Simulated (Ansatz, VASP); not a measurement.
Ca: VASP beside Ansatz

The input INCAR:

```
PREC = Accurate
ENCUT = 520
EDIFF = 1E-7
ISMEAR = 0
SIGMA = 0.15
LREAL = False
LASPH = True
NELM = 60
ALGO = Fast
ISIF = 2
LWAVE = False
LCHARG = False
GGA = PE
NBANDS = 11
```

The input KPOINTS:

```
regular mesh
0
Gamma
  16 16 16
```

File POSCAR:

```
Ca
1.0
    0.0000000000      2.4409585346      3.6614378018
    2.4409585346      0.0000000000      3.6614378018
    2.4409585346      2.4409585346      0.0000000000
Ca
1
Direct
    0.0000000000      0.0000000000      0.0000000000
```

Input for Ansatz:

```yaml
crystal:
  lattice:
    - [0.0, 2.4409585346, 3.6614378018]
    - [2.4409585346, 0.0, 3.6614378018]
    - [2.4409585346, 2.4409585346, 0.0]
  atoms:
    - { symbol: Ca, position: [0.0, 0.0, 0.0] }
basis:
  ecutwfc: 420
kpoints:
  mp_grid: { grid: [16, 16, 16] }
hamiltonian:
  xc: pbe
scf:
  occupations: { method: gaussian, width: 0.15 }
output:
  forces: true
  stress: true
  eigenvalues: true
```

Alike in both runs: task single point; functional PBE; k mesh 16 × 16 × 16; occupations gaussian, width 0.15 eV; no spin polarisation.

|  | VASP | Ansatz |
| --- | --- | --- |
| version | VASP 6.6.1 | Ansatz 0.2.0 |
| potentials or method | VASP PAW PBE potentials, release 64 (Ca_sv), cutoff 520 eV | scalar-relativistic, plane waves, PAW |
| valence electrons in the cell | 10 | 10 |

|  | VASP | Ansatz | Ansatz less VASP |
| --- | --- | --- | --- |
| gap on the k mesh at the Fermi level (eV) | none | none | - |
| pressure (GPa) | -0.2 | -0.2 | -0.01 |
| traceless stress, the component that is largest in VASP (GPa) | -5.15 | -5.14 | +0.010 |

A gap of «none» marks a metal or a gap that the smearing closes.
